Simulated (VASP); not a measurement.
# CaO (Fm-3m) in VASP: settings compared, part 2 of 2

VASP 6.6.1. Earlier steps stand in the parts before.

## Step 5: Single point, RPBE

This run uses another cell than the first one, of 13.89 Å³/atom.

INCAR reads:

```
SYSTEM = CaO
ALGO = Normal ; EDIFF = 1E-6
ENCUT = 520 ; GGA = RP
ISIF = 2 ; ISMEAR = 1
LASPH = .TRUE. ; LCHARG = .FALSE.
LREAL = .FALSE. ; LWAVE = .FALSE.
NBANDS = 15 ; NELM = 60
PREC = Accurate ; SIGMA = 0.01
```

KPOINTS reads:

```
k-points
0
G
  10 10 10
  0 0 0
```

POSCAR reads:

```
CaO
1.0
    0.0000000000      2.4035556960      2.4035556960
    2.4035556960      0.0000000000      2.4035556960
    2.4035556960      2.4035556960      0.0000000000
Ca O
1 1
Direct
    0.0000000000      0.0000000000      0.0000000000
    0.5000000000      0.5000000000      0.5000000000
```

Potentials or basis: VASP PAW PBE potentials, release 64 (Ca_sv, O).

Started as:

```
$ cat potpaw_PBE.64/Ca_sv/POTCAR potpaw_PBE.64/O/POTCAR > POTCAR
$ mpirun -np 1 vasp_std > vasp.out
```

OUTCAR:

```text
SYSTEM = CaO
   EDIFF = 1E-6
   ENCUT = 520
   GGA = RP
   ISIF = 2
   ISMEAR = 1
   LASPH = .TRUE.
   LREAL = .FALSE.
   NELM = 60
   PREC = Accurate

 ion  position               nearest neighbor table
   1  0.000  0.000  0.000-   2 2.40   2 2.40   2 2.40   2 2.40   2 2.40   2 2.40
   2  0.500  0.500  0.500-   1 2.40   1 2.40   1 2.40   1 2.40   1 2.40   1 2.40

  LATTYP: Found a face centered cubic cell.
 ALAT       =     4.8071113920

  Lattice vectors:

 A1 = (   0.0000000000,   2.4035556960,   2.4035556960)
 A2 = (   2.4035556960,   0.0000000000,   2.4035556960)
 A3 = (   2.4035556960,   2.4035556960,   0.0000000000)

Analysis of symmetry for initial positions (statically):
=====================================================================
 Subroutine PRICEL returns:
 Original cell was already a primitive cell.

 Routine SETGRP: Setting up the symmetry group for a
 face centered cubic supercell.

 Subroutine GETGRP returns: Found 48 space group operations
 (whereof 48 operations were pure point group operations)
 out of a pool of 48 trial point group operations.

The static configuration has the point symmetry O_h .

Analysis of symmetry for dynamics (positions and initial velocities):
=====================================================================
 Subroutine PRICEL returns:
 Original cell was already a primitive cell.

 Routine SETGRP: Setting up the symmetry group for a
 face centered cubic supercell.

 Subroutine GETGRP returns: Found 48 space group operations
 (whereof 48 operations were pure point group operations)
 out of a pool of 48 trial point group operations.

The dynamic configuration has the point symmetry O_h .

 Subroutine INISYM returns: Found 48 space group operations
 (whereof 48 operations are pure point group operations),
 and found     1 'primitive' translations

----------------------------------------------------------------------------------------

                                     Primitive cell

  volume of cell :      27.7711

  direct lattice vectors                    reciprocal lattice vectors
     0.000000000  2.403555696  2.403555696    -0.208025136  0.208025136  0.208025136
     2.403555696  0.000000000  2.403555696     0.208025136 -0.208025136  0.208025136
     2.403555696  2.403555696  0.000000000     0.208025136  0.208025136 -0.208025136

  length of vectors
     3.399141063  3.399141063  3.399141063     0.360310104  0.360310104  0.360310104

  position of ions in fractional coordinates (direct lattice)
     0.000000000  0.000000000  0.000000000
     0.500000000  0.500000000  0.500000000

  ion indices of the primitive-cell ions
   primitive index   ion index
                 1           1
                 2           2

----------------------------------------------------------------------------------------

 KPOINTS: k-points

Automatic generation of k-mesh.
 Grid dimensions read from file:
 generate k-points for:   10   10   10

 Generating k-lattice:

  Cartesian coordinates                     Fractional coordinates (reciprocal lattice)
    -0.020802514  0.020802514  0.020802514     0.100000000  0.000000000  0.000000000
     0.020802514 -0.020802514  0.020802514     0.000000000  0.100000000  0.000000000
     0.020802514  0.020802514 -0.020802514     0.000000000  0.000000000  0.100000000

  Length of vectors
     0.036031010  0.036031010  0.036031010

  Shift w.r.t. Gamma in fractional coordinates (k-lattice)
     0.000000000  0.000000000  0.000000000

 Subroutine IBZKPT returns following result:
 ===========================================

 Found     47 irreducible k-points:

 Following reciprocal coordinates:
            Coordinates               Weight
  0.000000  0.000000  0.000000      1.000000
  0.100000  0.000000  0.000000      8.000000
  0.200000  0.000000  0.000000      8.000000
  0.300000  0.000000  0.000000      8.000000
  0.400000  0.000000  0.000000      8.000000
  0.500000  0.000000  0.000000      4.000000
[... 16 lines left out ...]
  0.300000  0.300000  0.000000      6.000000
  0.400000  0.300000  0.000000     24.000000
 [... further k-points ...]
   k-points           NKPTS =     47   k-points in BZ     NKDIM =     47   number of bands    NBANDS=     15
   number of dos      NEDOS =    301   number of ions     NIONS =      2
   total plane-waves  NPLWV =  21952
   dimension x,y,z NGX =    28 NGY =   28 NGZ =   28
   dimension x,y,z NGXF=    56 NGYF=   56 NGZF=   56
   ions per type =               1   1
   NGX,Y,Z   is equivalent  to a cutoff of  13.69, 13.69, 13.69 a.u.
   NGXF,Y,Z  is equivalent  to a cutoff of  27.39, 27.39, 27.39 a.u.
 SYSTEM =  CaO
   PREC   = accura    normal or accurate (medium, high low for compatibility)
   ISTART =      0    job   : 0-new  1-cont  2-samecut
   ICHARG =      2    charge: 1-file 2-atom 10-const
   ISPIN  =      1    spin polarized calculation?
   LNONCOLLINEAR =      F non collinear calculations
   LSORBIT =      F    spin-orbit coupling
   LASPH  =      T    aspherical Exc in radial PAW
   ENCUT  =  520.0 eV  38.22 Ry    6.18 a.u.   6.32  6.32  6.32*2*pi/ulx,y,z
   NELM   =     60;   NELMIN=  2; NELMDL= -5     # of ELM steps
   EDIFF  = 0.1E-05   stopping-criterion for ELM
   LREAL  =      F    real-space projection
   EDIFFG = 0.1E-04   stopping-criterion for IOM
   NSW    =      0    number of steps for IOM
   IBRION =     -1    ionic relax: 0-MD 1-quasi-New 2-CG
   NFREE  =      0    steps in history (QN), initial steepest desc. (CG)
   ISIF   =      2    stress and relaxation
   ISYM   =      2    0-nonsym 1-usesym 2-fastsym
   POTIM  = 0.5000    time-step for ionic-motion
   TEBEG  =    0.0;   TEEND  =   0.0 temperature during run
   PSTRESS=    0.0 pullay stress
   NELECT =      16.0000    total number of electrons
   NUPDOWN=      -1.0000    fix difference up-down
   EMIN   =  10.00;   EMAX   =-10.00  energy-range for DOS
   EFERMI =   0.00;   METHOD = LEGACY
   ISMEAR =     1;   SIGMA  =   0.01  broadening in eV -4-tet -1-fermi 0-gaus
   EFERMI_NEDOS =   21; number of points for ismear=-14 and -15
   IALGO  =     38    algorithm
   IMIX   =      4    mixing-type and parameters
     AMIX     =   0.40;   BMIX     =  1.00
     AMIX_MAG =   1.60;   BMIX_MAG =  1.00
  volume/ion in A,a.u.               =      13.89        93.70
  Fermi-wavevector in a.u.,A,eV,Ry     =   1.362231  2.574243 25.247954  1.855672
  Thomas-Fermi vector in A             =   2.488738
   LORBIT       =      0    0 simple, 1 ext, 2 COOP (PROOUT), +10 PAW based schemes
   GGA     = RP    functional components
   LHFCALC =     F    Hartree Fock is set to
   AEXX    =    0.0000 exact exchange contribution
   IVDW    =     0    specifies the selected vdW correction
   LEPSILON=     F    determine dielectric tensor
   LRPA    =     F    only Hartree local field effects (RPA)
 non-spin polarized calculation
 Methfessel and Paxton  Order N= 1 SIGMA  =   0.01
  energy-cutoff  :      520.00
  volume of cell :       27.77
 maximum number of plane-waves:       763
 NGX is ok and might be reduce to    28
   NGX = 13   NGY = 13   NGZ = 13

 number of electron      15.9999997 magnetization

 Free energy of the ion-electron system (eV)
  ---------------------------------------------------
  ext. energy  EPLUGINS =         0.00000000
  ---------------------------------------------------
  free energy    TOTEN  =       -12.06759210 eV

  energy without entropy =      -12.06759210  energy(sigma->0) =      -12.06759210

 E-fermi :   2.6667     XC(G=0): -10.2019

 val. band max:        2.5244535578   @ k =   0.0000   0.0000   0.0000
 cond. band min:       6.2688763391   @ k =   0.5000   0.5000   0.0000
 fundamental gap:      3.7444227813
 Fermi energy:         2.6666550694

 k-point     1 :       0.0000    0.0000    0.0000
  band No.  band energies     occupation
      1     -35.2733      2.00000
      2     -15.9823      2.00000
      3     -15.9823      2.00000
      4     -15.9823      2.00000
      5     -13.0999      2.00000
      6       2.5245      2.00000
      7       2.5245      2.00000
      8       2.5245      2.00000
      9       7.3865      0.00000
     10       8.8112      0.00000
     11       8.8112      0.00000
     12       8.8112      0.00000
     13      10.2663      0.00000
     14      10.2663      0.00000
[... 401 lines left out ...]
      2     -16.6105      2.00000
      3     -16.1762      2.00000
      4     -16.1499      2.00000
      5     -12.5931      2.00000
      6       0.8691      2.00000
      7       1.9782      2.00000
      8       2.0752      2.00000
      9       6.9294      0.00000
     10      10.2455      0.00000
     11      11.2976      0.00000
     12      11.3987      0.00000
     13      11.5275      0.00000
     14      13.4058      0.00000
     15      18.2438      0.00000

 [... further k-points ...]
[... 5 lines left out ...]
  --------------------------------------------------------------------------------------
  -------------------------------------------------------------------------------------
  Total        1.0368628      1.0368628      1.0368628      0.0000000      0.0000000      0.0000000
  in kB       59.8190211     59.8190211     59.8190211      0.0000000      0.0000000      0.0000000
  external PRESSURE =      59.8190211 kB  Pullay stress =       0.0000000 kB

 VOLUME and BASIS-vectors are now :
 -----------------------------------------------------------------------------
  energy-cutoff  :      520.00
  volume of cell :       27.77
      direct lattice vectors                 reciprocal lattice vectors
     0.000000000  2.403555696  2.403555696    -0.208025136  0.208025136  0.208025136
     2.403555696  0.000000000  2.403555696     0.208025136 -0.208025136  0.208025136
     2.403555696  2.403555696  0.000000000     0.208025136  0.208025136 -0.208025136

 POSITION                                       TOTAL-FORCE (eV/Angst)
 -----------------------------------------------------------------------------------
      0.00000      0.00000      0.00000         0.000000     -0.000000      0.000000
      2.40356      2.40356      2.40356        -0.000000      0.000000     -0.000000
 -----------------------------------------------------------------------------------
    total drift:                                0.000000      0.000000      0.000000

  FREE ENERGIE OF THE ION-ELECTRON SYSTEM (eV)
  ---------------------------------------------------
  free  energy   TOTEN  =       -12.0675920980 eV

  energy  without entropy=      -12.0675920980  energy(sigma->0) =      -12.06759210
```

stdout:

```text
POSCAR found type information on POSCAR CaO
 POSCAR found :  2 types and       2 ions
 scaLAPACK will be used
 -----------------------------------------------------------------------------
|                                                                             |
|                                                                             |
|     You enforced a specific xc type in the INCAR file but a different       |
|     I HOPE YOU KNOW WHAT YOU ARE DOING!                                     |
|                                                                             |
 -----------------------------------------------------------------------------

 LDA part: xc-table for (Slater+PW92), standard interpolation
 POSCAR, INCAR and KPOINTS ok, starting setup
 FFT: planning ... GRIDC
 FFT: planning ... GRID_SOFT
 FFT: planning ... GRID
 WAVECAR not read
 entering main loop
```

It took 20 s on 1 thread of Intel Xeon Platinum 8488C (Sapphire Rapids), shared host; peak memory 0.17 GiB.

Results:

```
Free energy            : -12.0676 eV
Pressure               : 6.0 GPa
Band gap on the k mesh : 3.74 eV (least direct gap 4.12 eV)
```

Caveat: the cell stands under pressure; the PAW data sets were made with another functional, which shifts forces and pressure a little.

## Step 6: Single point, LDA

This run uses another cell than the first one, of 13.89 Å³/atom.

INCAR reads:

```
SYSTEM = CaO
  ALGO = Normal
  EDIFF = 1E-7
  ENCUT = 520
  ISIF = 2
  ISMEAR = -1
  LASPH = .True.
  LCHARG = .True.
  LELF = .True.
  LREAL = .False.
  LVHAR = .True.
  LWAVE = .False.
  NBANDS = 15
  NELM = 60
  PREC = Accurate
  SIGMA = 0.05
```

KPOINTS reads:

```
k-points
0
Gamma
  10 10 10
  0 0 0
```

POSCAR is that of step 5.

Potentials or basis: VASP PAW LDA potentials, release 64 (Ca_sv, O).

Started as:

```
$ cat potpaw_LDA.64/Ca_sv/POTCAR potpaw_LDA.64/O/POTCAR > POTCAR
$ mpirun -np 1 vasp_std > vasp.out
```

It took 24 s on 1 thread of Intel Xeon 8259CL, shared host; peak memory 0.15 GiB.

It converged, with:

```yaml
Free_energy: -14.1921 eV
Pressure: -6.3 GPa
Band_gap_on_the_k_mesh: 3.46 eV (least direct gap 3.84 eV)
```

Levels at points of the mesh, in eV from the valence-band top:
```
           k point  band 5  band 6  band 7  band 8  band 9  band 10  band 11  band 12
(0.00, 0.00, 0.00)  -15.21    0.00    0.00    0.00    4.56     6.11     6.11     6.11
(0.50, 0.00, 0.00)  -13.95   -2.71   -1.23   -1.23    6.95     8.30     8.30     8.31
(0.50, 0.50, 0.00)  -14.96   -1.31   -0.38   -0.38    3.46     8.01     8.87     9.54
```

Caveat: the cell stands under tension.

## Step 7: The runs side by side

| level | potentials or basis | cell | smearing | gap on the mesh (eV) | pressure (GPa) |
| --- | --- | --- | --- | --- | --- |
| r2SCAN | VASP PAW PBE potentials, release 64 (Ca_sv, O) | a = 3.353 Å, angles 60.0°, 2 atoms | fermi-dirac 0.05 eV | 4.17 | 5.4 |
| r2SCAN | VASP PAW PBE potentials, release 64 (Ca_sv, O) | a = 3.376 Å, angles 60.0°, 2 atoms | fermi-dirac 0.05 eV | 4.18 | 2.6 |
| r2SCAN | VASP PAW PBE potentials, release 64 (Ca_sv, O) | a = 3.422 Å, angles 60.0°, 2 atoms | fermi-dirac 0.05 eV | 4.19 | -2.1 |
| RPBE | VASP PAW PBE potentials, release 64 (Ca_sv, O) | a = 3.399 Å, angles 60.0°, 2 atoms | methfessel-paxton 0.01 eV | 3.74 | 6.0 |
| LDA | VASP PAW LDA potentials, release 64 (Ca_sv, O) | a = 3.399 Å, angles 60.0°, 2 atoms | fermi-dirac 0.05 eV | 3.46 | -6.3 |

Alike in all rows: task single point; no spin polarisation; k mesh 10 × 10 × 10; cutoff (eV) 520.

Caveats: the PAW data sets were made with another functional, which shifts forces and pressure a little (at least some runs); the cell stands under pressure (at least some runs); the cell stands under tension (at least some runs).

Total energies depend on the potentials used, so only differences within one code and one set of settings carry meaning.
